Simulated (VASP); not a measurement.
# H14CO8 in VASP: further runs

Runs on H14CO8. Level: PBE. Tasks: single point.

All numbers are computed with VASP 6.6.1; they aren't measurements. Logs are shortened: lines on timing, memory, paths and dates and some standing lists are left out, and cuts for length are marked.

## 1. The cell of the first run

The cell holds a disordered packing, 23 atoms: a = 6.025 Å, b = 6.025 Å, c = 6.025 Å, α = 90.00°, β = 90.00°, γ = 90.00°.

## 2. Single point, PBE

Contents of INCAR:

```
SYSTEM = H14CO8
ALGO = Normal ; EDIFF = 1E-6
ENCUT = 520 ; GGA = PE
ISIF = 2 ; ISMEAR = -1
LASPH = .TRUE. ; LCHARG = .FALSE.
LREAL = Auto ; LWAVE = .FALSE.
NBANDS = 50 ; NELM = 60
PREC = Accurate ; SIGMA = 0.02
```

Contents of KPOINTS:

```
k-points
0
G
  1 1 1
  0 0 0
```

Contents of POSCAR:

```
H14CO8
1.0
    6.0248970000      0.0000000000      0.0000000000
    0.0000000000      6.0248970000      0.0000000000
    0.0000000000      0.0000000000      6.0248970000
O H C
8 14 1
Direct
    0.4877759736      1.0028719163      0.7186014964
    0.8710688332      0.1385583853      0.4567049030
    0.9805146876      0.3082376346      0.8851603604
    0.4452358273      0.1579944022      0.2576309603
    0.3146111875      0.6636462001     -0.0155521331
   -0.0465734103     -0.0610134912      1.0845662590
    0.5926740324      0.5457686663      0.5414532398
    0.8068685656      0.4888050368      0.2427427390
    0.6047738243      0.9682821134      0.6289734082
    0.3875750905      1.0684829965      0.6121432449
    0.9812781862      0.2459129177      0.4537338979
    0.9204970641      0.0392039897      0.3222959662
    0.9762988479      0.4689706729      0.8424708339
    0.9095757156      0.3228768890      1.0304408523
    0.6011887008      0.1516540449      0.2859467971
    0.4250861052      0.1117031544      0.1019270537
    0.3933179273      0.7875653310     -0.0804163125
    0.4073928567      0.5902009611      0.0909393140
   -0.0488639059      0.0381915243      0.9547217156
    0.0577437257     -0.1625090022      1.0530636457
    0.6645092854      0.4130859001      0.5664827133
    0.7031157545      0.7909844766      0.3706951339
    0.7037796663      0.6169234096      0.3755416898
```

Potentials or basis: VASP PAW PBE potentials, release 64 (O, H, C).

Started as:

```
$ cat potpaw_PBE.64/O/POTCAR potpaw_PBE.64/H/POTCAR potpaw_PBE.64/C/POTCAR > POTCAR
$ mpirun -np 1 vasp_gam > vasp.out
```

OUTCAR:

```text
SYSTEM = H14CO8
   EDIFF = 1E-6
   ENCUT = 520
   GGA = PE
   ISIF = 2
   ISMEAR = -1
   LASPH = .TRUE.
   LREAL = Auto
   NELM = 60
   PREC = Accurate

 ion  position               nearest neighbor table
   1  0.488  0.003  0.719-   9 0.91  10 0.97
   2  0.871  0.139  0.457-  11 0.93  12 1.05
   3  0.981  0.308  0.885-  14 0.98  13 1.00
   4  0.445  0.158  0.258-  15 0.96  16 0.99
   5  0.315  0.664  0.984-  18 0.96  17 0.97
   6  0.953  0.939  0.085-  20 0.90  19 0.98
   7  0.593  0.546  0.541-  21 0.92  23 1.28
   8  0.807  0.489  0.243-  23 1.27
   9  0.605  0.968  0.629-   1 0.91
  10  0.388  0.068  0.612-   1 0.97
  11  0.981  0.246  0.454-   2 0.93
  12  0.920  0.039  0.322-   2 1.05
  13  0.976  0.469  0.842-   3 1.00
  14  0.910  0.323  0.030-   3 0.98
  15  0.601  0.152  0.286-   4 0.96
  16  0.425  0.112  0.102-   4 0.99
  17  0.393  0.788  0.920-   5 0.97
  18  0.407  0.590  0.091-   5 0.96
  19  0.951  0.038  0.955-   6 0.98
  20  0.058  0.837  0.053-   6 0.90
  21  0.665  0.413  0.566-   7 0.92
  22  0.703  0.791  0.371-  23 1.05
  23  0.704  0.617  0.376-  22 1.05   8 1.27   7 1.28

  LATTYP: Found a simple cubic cell.
 ALAT       =     6.0248970000

  Lattice vectors:

 A1 = (   6.0248970000,   0.0000000000,   0.0000000000)
 A2 = (   0.0000000000,   6.0248970000,   0.0000000000)
 A3 = (   0.0000000000,   0.0000000000,   6.0248970000)

Analysis of symmetry for initial positions (statically):
=====================================================================
 Subroutine PRICEL returns:
 Original cell was already a primitive cell.

 Routine SETGRP: Setting up the symmetry group for a
 simple cubic supercell.

 Subroutine GETGRP returns: Found  1 space group operations
 (whereof  1 operations were pure point group operations)
 out of a pool of 48 trial point group operations.

The static configuration has the point symmetry C_1 .

Analysis of symmetry for dynamics (positions and initial velocities):
=====================================================================
 Subroutine PRICEL returns:
 Original cell was already a primitive cell.

 Routine SETGRP: Setting up the symmetry group for a
 simple cubic supercell.

 Subroutine GETGRP returns: Found  1 space group operations
 (whereof  1 operations were pure point group operations)
 out of a pool of 48 trial point group operations.

The dynamic configuration has the point symmetry C_1 .

 Subroutine INISYM returns: Found  1 space group operations
 (whereof  1 operations are pure point group operations),
 and found     1 'primitive' translations

----------------------------------------------------------------------------------------

                                     Primitive cell

  volume of cell :     218.7000

  direct lattice vectors                    reciprocal lattice vectors
     6.024897000  0.000000000  0.000000000     0.165977941  0.000000000  0.000000000
     0.000000000  6.024897000  0.000000000     0.000000000  0.165977941  0.000000000
     0.000000000  0.000000000  6.024897000     0.000000000  0.000000000  0.165977941

  length of vectors
     6.024897000  6.024897000  6.024897000     0.165977941  0.165977941  0.165977941

  position of ions in fractional coordinates (direct lattice)
     0.487775974  0.002871916  0.718601496
     0.871068833  0.138558385  0.456704903
     0.980514688  0.308237635  0.885160360
     0.445235827  0.157994402  0.257630960
     0.314611187  0.663646200  0.984447867
     0.953426590  0.938986509  0.084566259
[... 15 lines left out ...]
     0.703115754  0.790984477  0.370695134
     0.703779666  0.616923410  0.375541690

  ion indices of the primitive-cell ions
   primitive index   ion index
                 1           1
                 2           2
                 3           3
                 4           4
                 5           5
                 6           6
[... 15 lines left out ...]
                22          22
                23          23

----------------------------------------------------------------------------------------

 KPOINTS: k-points

Automatic generation of k-mesh.
 Grid dimensions read from file:
 generate k-points for:    1    1    1

 Generating k-lattice:

  Cartesian coordinates                     Fractional coordinates (reciprocal lattice)
     0.165977941  0.000000000  0.000000000     1.000000000  0.000000000  0.000000000
     0.000000000  0.165977941  0.000000000     0.000000000  1.000000000  0.000000000
     0.000000000  0.000000000  0.165977941     0.000000000  0.000000000  1.000000000

  Length of vectors
     0.165977941  0.165977941  0.165977941

  Shift w.r.t. Gamma in fractional coordinates (k-lattice)
     0.000000000  0.000000000  0.000000000

 Subroutine IBZKPT returns following result:
 ===========================================

 Found      1 irreducible k-points:

 Following reciprocal coordinates:
            Coordinates               Weight
  0.000000  0.000000  0.000000      1.000000
   k-points           NKPTS =      1   k-points in BZ     NKDIM =      1   number of bands    NBANDS=     50
   number of dos      NEDOS =    301   number of ions     NIONS =     23
   total plane-waves  NPLWV = 110592
   dimension x,y,z NGX =    48 NGY =   48 NGZ =   48
   dimension x,y,z NGXF=    96 NGYF=   96 NGZF=   96
   ions per type =               8  14   1
   NGX,Y,Z   is equivalent  to a cutoff of  13.24, 13.24, 13.24 a.u.
   NGXF,Y,Z  is equivalent  to a cutoff of  26.49, 26.49, 26.49 a.u.
 SYSTEM =  H14CO8
   PREC   = accura    normal or accurate (medium, high low for compatibility)
   ISTART =      0    job   : 0-new  1-cont  2-samecut
   ICHARG =      2    charge: 1-file 2-atom 10-const
   ISPIN  =      1    spin polarized calculation?
   LNONCOLLINEAR =      F non collinear calculations
   LSORBIT =      F    spin-orbit coupling
   LASPH  =      T    aspherical Exc in radial PAW
   ENCUT  =  520.0 eV  38.22 Ry    6.18 a.u.  11.20 11.20 11.20*2*pi/ulx,y,z
   NELM   =     60;   NELMIN=  2; NELMDL= -5     # of ELM steps
   EDIFF  = 0.1E-05   stopping-criterion for ELM
   LREAL  =      T    real-space projection
   EDIFFG = 0.1E-04   stopping-criterion for IOM
   NSW    =      0    number of steps for IOM
[... 5 lines left out ...]
   TEBEG  =    0.0;   TEEND  =   0.0 temperature during run
   PSTRESS=    0.0 pullay stress
   NELECT =      66.0000    total number of electrons
   NUPDOWN=      -1.0000    fix difference up-down
   EMIN   =  10.00;   EMAX   =-10.00  energy-range for DOS
   EFERMI =   0.00;   METHOD = LEGACY
   ISMEAR =    -1;   SIGMA  =   0.02  broadening in eV -4-tet -1-fermi 0-gaus
   EFERMI_NEDOS =   21; number of points for ismear=-14 and -15
   IALGO  =     38    algorithm
   IMIX   =      4    mixing-type and parameters
     AMIX     =   0.40;   BMIX     =  1.00
     AMIX_MAG =   1.60;   BMIX_MAG =  1.00
  volume/ion in A,a.u.               =       9.51        64.17
  Fermi-wavevector in a.u.,A,eV,Ry     =   1.098095  2.075098 16.406072  1.205812
  Thomas-Fermi vector in A             =   2.234466
   LORBIT       =      0    0 simple, 1 ext, 2 COOP (PROOUT), +10 PAW based schemes
   GGA     = PE    functional components
   LHFCALC =     F    Hartree Fock is set to
   AEXX    =    0.0000 exact exchange contribution
   IVDW    =     0    specifies the selected vdW correction
   LEPSILON=     F    determine dielectric tensor
   LRPA    =     F    only Hartree local field effects (RPA)
 non-spin polarized calculation
  energy-cutoff  :      520.00
  volume of cell :      218.70
 maximum number of plane-waves:      2944
 NGX is ok and might be reduce to    48
   NGX = 23   NGY = 23   NGZ = 23

 number of electron      65.9999995 magnetization

 Free energy of the ion-electron system (eV)
  ---------------------------------------------------
  ext. energy  EPLUGINS =         0.00000000
  ---------------------------------------------------
  free energy    TOTEN  =      -115.33317314 eV

  energy without entropy =     -115.33317314  energy(sigma->0) =     -115.33317314

 E-fermi :  -2.2592     XC(G=0):  -7.2538

 val. band max:       -2.7468497733   @ k =   0.0000   0.0000   0.0000
 cond. band min:       1.4868038478   @ k =   0.0000   0.0000   0.0000
 fundamental gap:      4.2336536211
 Fermi energy:        -2.2592311764

 k-point     1 :       0.0000    0.0000    0.0000
  band No.  band energies     occupation
      1     -25.6336      2.00000
      2     -22.3381      2.00000
      3     -22.1690      2.00000
      4     -21.9198      2.00000
      5     -21.4223      2.00000
      6     -21.3208      2.00000
[... 37 lines left out ...]
     44       7.7219      0.00000
     45       8.1407      0.00000
 [bands above 45 left out]

------------------------ aborting loop because EDIFF is reached ----------------------------------------

  FORCE on cell =-STRESS in cart. coord.  units (eV):
  Direction    XX          YY          ZZ          XY          YZ          ZX
  --------------------------------------------------------------------------------------
  -------------------------------------------------------------------------------------
  Total        9.2010401     12.9560807      5.3261543     -0.3037283     -4.3995307     -2.1888479
  in kB       67.4060110     94.9151077     39.0189383     -2.2250870    -32.2305751    -16.0353071
  external PRESSURE =      67.1133523 kB  Pullay stress =       0.0000000 kB

 VOLUME and BASIS-vectors are now :
 -----------------------------------------------------------------------------
  energy-cutoff  :      520.00
  volume of cell :      218.70
      direct lattice vectors                 reciprocal lattice vectors
     6.024897000  0.000000000  0.000000000     0.165977941  0.000000000  0.000000000
     0.000000000  6.024897000  0.000000000     0.000000000  0.165977941  0.000000000
     0.000000000  0.000000000  6.024897000     0.000000000  0.000000000  0.165977941

 POSITION                                       TOTAL-FORCE (eV/Angst)
 -----------------------------------------------------------------------------------
      2.93880      0.01730      4.32950        -2.815094      0.713009      2.391739
      5.24810      0.83480      2.75160        -1.318381     -3.578322     -0.581722
      5.90750      1.85710      5.33300        -0.286322      1.674534     -0.591369
      2.68250      0.95190      1.55220        -1.328928     -0.162103     -0.816492
      1.89550      3.99840      5.93120        -1.148779     -0.066090     -0.086161
      5.74430      5.65730      0.50950        -3.661400      3.048026      0.598243
[... 15 lines left out ...]
      4.23620      4.76560      2.23340         0.055731      1.879970     -0.829045
      4.24020      3.71690      2.26260         2.367542     -2.057169     -3.625101
 -----------------------------------------------------------------------------------
    total drift:                                0.006208      0.000605      0.001811

  FREE ENERGIE OF THE ION-ELECTRON SYSTEM (eV)
  ---------------------------------------------------
  free  energy   TOTEN  =      -115.3331731362 eV

  energy  without entropy=     -115.3331731361  energy(sigma->0) =     -115.33317314
```

It took 25 s on 1 thread of AMD EPYC 7R13, shared host; peak memory 0.28 GiB.

What came out:

| Quantity | Value |
| --- | --- |
| Free energy | -115.3332 eV |
| Pressure | 6.7 GPa |
| Largest force | 5.523 eV/Å |

Forces on the atoms (eV/Å):
```
O   -2.815  0.713  2.392
O   -1.318 -3.578 -0.582
O   -0.286  1.675 -0.591
O   -1.329 -0.162 -0.816
O   -1.149 -0.066 -0.086
O   -3.661  3.048  0.598
O   -1.920  1.991  1.602
O   -1.323  2.962  1.603
H    3.269 -0.752 -1.713
H   -0.629  0.204 -0.155
H    1.840  1.878  0.201
H   -0.363  0.858  0.708
H    0.486 -1.299  0.117
H    0.081  0.209  0.130
H    1.124  0.216  0.092
H    0.060  0.296  0.610
H    0.652  0.329 -0.538
H    0.342 -0.326  0.255
H   -0.033  0.106  0.128
H    3.853 -3.899 -0.674
H    0.697 -4.223  1.173
H    0.056  1.880 -0.829
C    2.368 -2.057 -3.625
```

Levels at points of the mesh, in eV from the Fermi level:
```
           k point  band 31  band 32  band 33  band 34  band 35  band 36
(0.00, 0.00, 0.00)    -1.05    -0.88    -0.49     3.75     4.28     6.94
```

Caveat: the k points lie up to 1.04 Å⁻¹ apart.

## 3. Single point, PBE

Contents of INCAR:

```
PREC = Accurate
ENCUT = 520
EDIFF = 1E-6
ISMEAR = -1
SIGMA = 0.02
LREAL = Auto
LASPH = True
NELM = 60
ALGO = Normal
ISIF = 2
LWAVE = False
LCHARG = False
GGA = PE
NBANDS = 50
```

Contents of KPOINTS:

```
regular mesh
0
Gamma
  1 1 1
```

Contents of POSCAR:

```
H14CO8
1.0
    6.0248970000      0.0000000000      0.0000000000
    0.0000000000      6.0248970000      0.0000000000
    0.0000000000      0.0000000000      6.0248970000
O H C
8 14 1
Direct
    0.4746471184      0.9724315619      0.7563116847
    0.8646786825      0.0473369088      0.4437586236
    0.9755187516      0.2974324706      0.8050926016
    0.4468458133      0.1135953030      0.3086359817
    0.2793906684      0.6676628663     -0.0539096353
   -0.0250626691     -0.0811964088      1.0530304501
    0.6330896611      0.4904648162      0.5221002118
    0.7988020376      0.5892548868      0.1992067250
    0.6135208619      1.0452626825      0.7652578957
    0.4244719868      0.9726473332      0.5918441427
    0.8339063722      0.1823101706      0.5159756258
    0.9463066340      0.0876197552      0.3219142170
    1.1293637053      0.3505620096      0.8253253126
    0.8952518192      0.3887701317      0.9207626288
    0.6177035060      0.0691796059      0.3189100162
    0.4025463008      0.1616625147      0.1510399265
    0.3672593905      0.7892251104     -0.1236701640
    0.3535496125      0.6180520596      0.0896778816
    0.0048631537      0.0464738235      0.9470535347
    0.0985577015     -0.1876048669      1.0451299001
    0.5754953155      0.3652178618      0.4187623456
    0.8142213883      0.7811087891      0.4737508376
    0.7474318648      0.6315128707      0.3804878324
```

Potentials or basis: VASP PAW PBE potentials, release 64 (O, H, C).

Started as:

```
$ cat potpaw_PBE.64/O/POTCAR potpaw_PBE.64/H/POTCAR potpaw_PBE.64/C/POTCAR > POTCAR
$ mpirun -np 1 vasp_gam > vasp.out
```

Run time: 27 s. Hardware: 1 thread of AMD EPYC 7R13, shared host; peak memory 0.28 GiB.

It converged, with:

| Quantity | Value |
| --- | --- |
| Free energy | -115.3669 eV |
| Pressure | 3.6 GPa |
| Largest force | 5.894 eV/Å |

Forces on the atoms (eV/Å):
```
O   -1.884 -0.062 -2.434
O   -2.127 -0.854  2.125
O   -0.039  0.996  1.362
O    1.206  0.649 -1.627
O    0.599 -2.328  2.167
O   -0.576  2.808 -0.566
O   -0.550 -0.335 -1.679
O    0.561 -2.087 -4.628
H    1.298  0.334  0.087
H    0.692  0.286  2.061
H    0.152  1.926  1.741
H    2.279  0.134 -3.565
H   -0.383  0.153 -0.323
H    0.491 -0.450 -0.953
H   -1.749  0.349 -0.651
H    0.840 -1.024  2.044
H    0.712 -0.093  0.129
H   -0.411  0.769 -1.865
H   -0.079 -1.127  0.660
H    0.022 -0.144 -0.559
H   -0.068  0.681  0.913
H   -0.690 -0.882 -0.319
C   -0.296  0.300  5.879
```

Stress tensor (GPa, compression positive):
```
 2.51  1.06 -5.41
 1.06  5.29  1.15
-5.41  1.15  3.07
```

Levels at points of the mesh, in eV from the Fermi level:
```csv
k point,band 31,band 32,band 33,band 34,band 35,band 36
"(0.00, 0.00, 0.00)",-1.53,-1.03,-0.57,3.12,4.19,6.01
```

Caveat: the k points lie up to 1.04 Å⁻¹ apart.
